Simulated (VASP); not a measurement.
# Si16Ge (a cell with a defect) in VASP: a series of runs, part 2 of 2

VASP 6.6.1.

## Step 3: Single point, PBE+D3(BJ)

INCAR reads:

```
SYSTEM = Si16Ge
PREC = Accurate
ENCUT = 520
EDIFF = 1E-6
ISMEAR = 0
SIGMA = 0.02
LREAL = Auto
LASPH = .TRUE.
NELM = 60
ALGO = Normal
ISIF = 2
LWAVE = .FALSE.
LCHARG = .FALSE.
GGA = PE
IVDW = 12
NBANDS = 53
```

KPOINTS reads:

```
Automatic mesh
0
G
  2 2 2
  0 0 0
```

POSCAR reads:

```
Si16Ge
1.0
    0.0000000000      5.4300000000      5.4300000000
    5.4300000000      0.0000000000      5.4300000000
    5.4300000000      5.4300000000      0.0000000000
Si Ge
16 1
Direct
   -0.0192950276     -0.0186344383      0.0579187845
    0.1282667587      0.1278739411      0.1354606814
    0.0110938306      0.0090586556      0.5134704420
    0.1045162063      0.1057655617      0.6862826888
    0.0138899632      0.4987746777     -0.0108157459
    0.1274446593      0.6099161142      0.1352277164
    0.0090524862      0.4684563536      0.5129454880
    0.1523099448      0.6149427256      0.6175596685
    0.4987004604      0.0140490792     -0.0113785451
    0.6092820442      0.1278126151      0.1346945672
    0.4670108656      0.0087994475      0.5125296501
    0.6146644567      0.1528243094      0.6174482505
    0.4982969613      0.4987894107     -0.0112067219
    0.6409367403      0.6411586556      0.0767656538
    0.5161130755      0.5165983425      0.4510101289
    0.6155232965      0.6153295580      0.6169923573
    0.8433648250      0.8463662983      0.4681620626
```

Potentials or basis: VASP PAW PBE potentials, release 64 (Si, Ge_d).

On the command line:

```console
$ cat potpaw_PBE.64/Si/POTCAR potpaw_PBE.64/Ge_d/POTCAR > POTCAR
$ mpirun -np 1 vasp_std > vasp.out
```

It took 4 min on 1 thread of AMD EPYC 7R13 (Zen 3), shared host; peak memory 0.45 GiB.

The run converged. Its results:

```
Free energy                : -92.0325 eV
Pressure                   : 2.9 GPa
Largest force              : 0.514 eV/Å
Band gap on the k mesh     : zero (bands 39 and 40 overlap by 0.16 eV)
Dispersion energy per atom : -0.333 eV
```

Forces on the atoms (eV/Å):
```
Si  -0.074 -0.076  0.081
Si   0.000 -0.004 -0.029
Si   0.028  0.021 -0.052
Si  -0.050 -0.057  0.041
Si   0.026  0.027 -0.031
Si   0.030 -0.002  0.001
Si   0.075  0.019 -0.013
Si   0.033  0.011 -0.037
Si   0.022  0.029 -0.030
Si   0.001  0.029  0.000
Si   0.020  0.074 -0.008
Si   0.005  0.030 -0.030
Si   0.026  0.029 -0.028
Si   0.071  0.075 -0.072
Si   0.060  0.061 -0.050
Si   0.031  0.033 -0.029
Ge  -0.305 -0.298  0.287
```

Stress tensor (GPa, compression positive):
```
 3.05 -0.87  0.85
-0.87  2.87  0.84
 0.85  0.84  2.81
```

Levels at points of the mesh, in eV from the Fermi level:
```tsv
k point	band 35	band 36	band 37	band 38	band 39	band 40	band 41	band 42	band 43	band 44
(0.00, 0.00, 0.00)	-1.55	-0.98	-0.68	-0.66	-0.56	-0.14	-0.13	0.12	0.13	0.59
(0.50, 0.00, 0.00)	-1.50	-1.50	-1.46	-1.15	-0.11	0.10	0.75	0.80	0.90	1.23
(0.00, 0.50, 0.00)	-1.50	-1.50	-1.45	-1.15	-0.11	0.09	0.74	0.80	0.90	1.23
(0.00, 0.00, 0.50)	-1.41	-1.40	-1.38	-1.35	-0.35	0.36	0.39	1.09	1.14	1.15
(0.50, 0.50, 0.50)	-1.50	-1.50	-1.46	-1.16	-0.11	0.10	0.75	0.80	0.90	1.23
(0.50, 0.50, 0.00)	-2.10	-1.94	-1.81	-1.06	0.00	0.45	1.17	1.27	1.44	1.84
(0.00, 0.50, 0.50)	-2.11	-1.93	-1.82	-1.08	0.01	0.46	1.17	1.26	1.44	1.85
(0.50, 0.00, 0.50)	-2.10	-1.94	-1.81	-1.07	0.01	0.45	1.17	1.26	1.44	1.84
```

Caveat: the k points lie up to 0.50 Å⁻¹ apart.

## Step 4: Single point, PBE+D3(BJ)

INCAR reads:

```
PREC     = Accurate       # precision mode
ENCUT    = 520            # plane-wave cutoff, eV
EDIFF    = 1E-6           # SCF threshold, eV
ISMEAR   = 0              # smearing method
SIGMA    = 0.02           # smearing width, eV
LREAL    = Auto         
LASPH    = True           # aspherical terms in the spheres
NELM     = 80             # most SCF steps
ALGO     = Normal         # electronic algorithm
ISIF     = 2              # what is computed and relaxed
LWAVE    = False          # write WAVECAR
LCHARG   = False          # write CHGCAR
GGA      = PE             # functional
IVDW     = 12             # dispersion correction
NBANDS   = 53             # bands
```

KPOINTS reads:

```
regular mesh
0
Gamma
  2 2 2
```

POSCAR reads:

```
Si16Ge
1.0
    0.0000000000      5.4300000000      5.4300000000
    5.4300000000      0.0000000000      5.4300000000
    5.4300000000      5.4300000000      0.0000000000
Si Ge
16 1
Direct
   -0.0267375691     -0.0263473297      0.0803977901
    0.1287169429      0.1291526703      0.1370756906
    0.0136917127      0.0143904236      0.5096014733
    0.1005637201      0.1009220994      0.6987062615
    0.0154713628      0.4994720994     -0.0139139042
    0.1290468692      0.6060577348      0.1363142726
    0.0155313076      0.4625119705      0.5086685083
    0.1541224678      0.6160611418      0.6148950276
    0.4990442910      0.0159017495     -0.0139205341
    0.6056760589      0.1294462247      0.1362957643
    0.4621870166      0.0158197974      0.5086717311
    0.6154824125      0.1545142726      0.6148636280
    0.4993559853      0.4997611418     -0.0147541436
    0.6453988950      0.6458327808      0.0633081031
    0.5195267035      0.5199559853      0.4406515654
    0.6154112339      0.6157887661      0.6143360958
    0.8187761510      0.8189958564      0.5420708103
```

Potentials or basis: VASP PAW PBE potentials, release 64 (Si, Ge_d).

On the command line:

```console
$ cat potpaw_PBE.64/Si/POTCAR potpaw_PBE.64/Ge_d/POTCAR > POTCAR
$ mpirun -np 1 vasp_std > vasp.out
```

OUTCAR:

```text
PREC = Accurate
   ENCUT = 520
   EDIFF = 1E-6
   ISMEAR = 0
   LREAL = Auto
   LASPH = True
   NELM = 80
   ISIF = 2
   GGA = PE
   IVDW = 12
 IVDW          = 12

 ion  position               nearest neighbor table
   1  0.973  0.974  0.080-   2 2.35  10 2.35   6 2.35   4 2.39  17 2.89
   2  0.129  0.129  0.137-   5 2.33   9 2.33   3 2.34   1 2.35
   3  0.014  0.014  0.510-   4 2.32   2 2.34  17 2.46  12 2.50   8 2.50
   4  0.101  0.101  0.699-   7 2.31  11 2.31   3 2.32   1 2.39
   5  0.015  0.499  0.986-   2 2.33   6 2.33   8 2.33  14 2.34
   6  0.129  0.606  0.136-  13 2.33   5 2.33   7 2.34   1 2.35
   7  0.016  0.463  0.509-   4 2.31   6 2.34  17 2.45   8 2.50  16 2.52
   8  0.154  0.616  0.615-  15 2.32   5 2.33  17 2.43   3 2.50   7 2.50
   9  0.499  0.016  0.986-  10 2.33   2 2.33  12 2.33  14 2.34
  10  0.606  0.129  0.136-  13 2.33   9 2.33  11 2.34   1 2.35
  11  0.462  0.016  0.509-   4 2.31  10 2.34  17 2.45  12 2.50  16 2.52
  12  0.615  0.155  0.615-  15 2.32   9 2.33  17 2.44  11 2.50   3 2.50
  13  0.499  0.500  0.985-  16 2.33   6 2.33  10 2.33  14 2.34
  14  0.645  0.646  0.063-  13 2.34   9 2.34   5 2.34  15 2.37
  15  0.520  0.520  0.441-  16 2.32   8 2.32  12 2.32  14 2.37
  16  0.615  0.616  0.614-  15 2.32  13 2.33  17 2.43  11 2.52   7 2.52
[... 210 lines left out ...]
      3     -17.8040      2.00000
      4     -17.8038      2.00000
      5     -17.7982      2.00000
      6      -6.3528      2.00000
[... 421 lines left out ...]
     50      10.3896      0.00000
     51      10.4239      0.00000
 [bands above 51 left out]

------------------------ aborting loop because EDIFF is reached ----------------------------------------

 Edisp (eV)   -5.66695

 E8    (eV) :    -2.3547

  FORCE on cell =-STRESS in cart. coord.  units (eV):
  Direction    XX          YY          ZZ          XY          YZ          ZX
  --------------------------------------------------------------------------------------
  -------------------------------------------------------------------------------------
  Total       5.14030     5.14316     5.24752    -1.16523     1.19900     1.19507
  in kB      25.71990    25.73423    26.25641    -5.83032     5.99928     5.97963
  external pressure =       25.90 kB  Pullay stress =        0.00 kB

 VOLUME and BASIS-vectors are now :
 -----------------------------------------------------------------------------
  energy-cutoff  :      520.00
  volume of cell :      320.21
      direct lattice vectors                 reciprocal lattice vectors
     0.000000000  5.430000000  5.430000000    -0.092081031  0.092081031  0.092081031
     5.430000000  0.000000000  5.430000000     0.092081031 -0.092081031  0.092081031
     5.430000000  5.430000000  0.000000000     0.092081031  0.092081031 -0.092081031

 POSITION                                       TOTAL-FORCE (eV/Angst)
 -----------------------------------------------------------------------------------
      5.72349      5.72138     10.57175        -0.014586     -0.014446      0.009427
      1.44562      1.44325      1.40023        -0.003344     -0.003597     -0.003890
      2.84528      2.84148      0.15249         0.008812      0.012440      0.012596
      4.34198      4.34004      1.09407        -0.021761     -0.021059     -0.000495
      8.06658      5.43846      2.79614         0.000480      0.004313     -0.000720
      4.03108      1.44091      3.99162         0.003803     -0.002465      0.003674
[... 9 lines left out ...]
      6.67958      6.67753      6.68542        -0.012965     -0.011693     -0.004534
      7.39059      7.38940      8.89310         0.029317      0.024728      0.012809
 -----------------------------------------------------------------------------------
    total drift:                                0.002734      0.003197     -0.007179

  FREE ENERGIE OF THE ION-ELECTRON SYSTEM (eV)
  ---------------------------------------------------
  free  energy   TOTEN  =       -92.0209882138 eV

  energy  without entropy=      -92.0209878512  energy(sigma->0) =      -92.02098803
```

OSZICAR:

```text
N       E                     dE             d eps       ncg     rms          rms(c)
DAV:   1     0.398807220863E+03    0.39881E+03   -0.29886E+04  1061   0.160E+03
DAV:   2    -0.229601041432E+02   -0.42177E+03   -0.38912E+03   949   0.399E+02
DAV:   3    -0.842945464009E+02   -0.61334E+02   -0.58884E+02  1016   0.102E+02
DAV:   4    -0.877501533504E+02   -0.34556E+01   -0.34126E+01  1064   0.290E+01
DAV:   5    -0.878641651330E+02   -0.11401E+00   -0.11376E+00  1096   0.484E+00    0.142E+01
DAV:   6    -0.867928433371E+02    0.10713E+01   -0.72176E-01  1032   0.264E+00    0.858E+00
DAV:   7    -0.863466694998E+02    0.44617E+00   -0.12002E+00   968   0.338E+00    0.648E-01
DAV:   8    -0.863514655476E+02   -0.47960E-02   -0.87108E-02  1040   0.125E+00    0.408E-01
DAV:   9    -0.863531595764E+02   -0.16940E-02   -0.68281E-03  1032   0.341E-01    0.205E-01
DAV:  10    -0.863537973349E+02   -0.63776E-03   -0.73240E-04  1024   0.101E-01    0.879E-02
DAV:  11    -0.863540233384E+02   -0.22600E-03   -0.27556E-04   960   0.669E-02    0.237E-02
DAV:  12    -0.863540313485E+02   -0.80101E-05   -0.13816E-05  1088   0.174E-02    0.880E-03
DAV:  13    -0.863540337967E+02   -0.24481E-05   -0.59174E-06   984   0.893E-03    0.261E-03
DAV:  14    -0.863540341705E+02   -0.37381E-06   -0.32698E-07   576   0.258E-03
   1 F= -.92020988E+02 E0= -.92020988E+02  d E =-.362540E-06
```

stdout:

```text
POSCAR found type information on POSCAR SiGe
 POSCAR found :  2 types and      17 ions
 scaLAPACK will be used
 LDA part: xc-table for (Slater+PW92), standard interpolation
 POSCAR, INCAR and KPOINTS ok, starting setup
 FFT: planning ... GRIDC
 FFT: planning ... GRID_SOFT
 FFT: planning ... GRID
 WAVECAR not read
 entering main loop
```

It took 4.1 min on 1 thread of AMD EPYC 7R13 (Zen 3), shared host; peak memory 0.46 GiB.

Results:

| Quantity | Value |
| --- | --- |
| Free energy | -92.0210 eV |
| Pressure | 2.6 GPa |
| Largest force | 0.040 eV/Å |
| Band gap on the k mesh | 0.12 eV |
| Dispersion energy per atom | -0.333 eV |

Forces in eV/Å, atoms in the order of the input:
```
Si  -0.015 -0.014  0.009
Si  -0.003 -0.004 -0.004
Si   0.009  0.012  0.013
Si  -0.022 -0.021  0.000
Si   0.000  0.004 -0.001
Si   0.004 -0.002  0.004
Si   0.008 -0.020 -0.025
Si   0.000  0.015  0.010
Si   0.004  0.000 -0.001
Si  -0.002  0.004  0.003
Si  -0.021  0.006 -0.026
Si   0.016  0.001  0.011
Si   0.007  0.008 -0.009
Si  -0.001 -0.003  0.004
Si  -0.001  0.000  0.004
Si  -0.013 -0.012 -0.005
Ge   0.029  0.025  0.013
```

Caveat: the k points lie up to 0.50 Å⁻¹ apart; semilocal functionals underestimate gaps, and a narrow one can read as zero.

## Step 5: Overview

```csv
cell,gap on the mesh (eV),pressure (GPa),largest force (eV/Å)
"as given, atomic positions A",none,3.5,0.21
"as given, atomic positions B",none,2.9,0.51
"as given, atomic positions C",0.12,2.6,0.04
```

Alike in all rows: task single point; level PBE+D3(BJ); potentials or basis VASP PAW PBE potentials, release 64 (Si, Ge_d); no spin polarisation; k mesh 2 × 2 × 2; cutoff (eV) 520; smearing gaussian 0.02 eV.

Caveats: all runs use coarse meshes; semilocal functionals underestimate gaps, and a narrow one can read as zero (at least some runs).

Absolute energies hang on the potentials; compare differences alone.
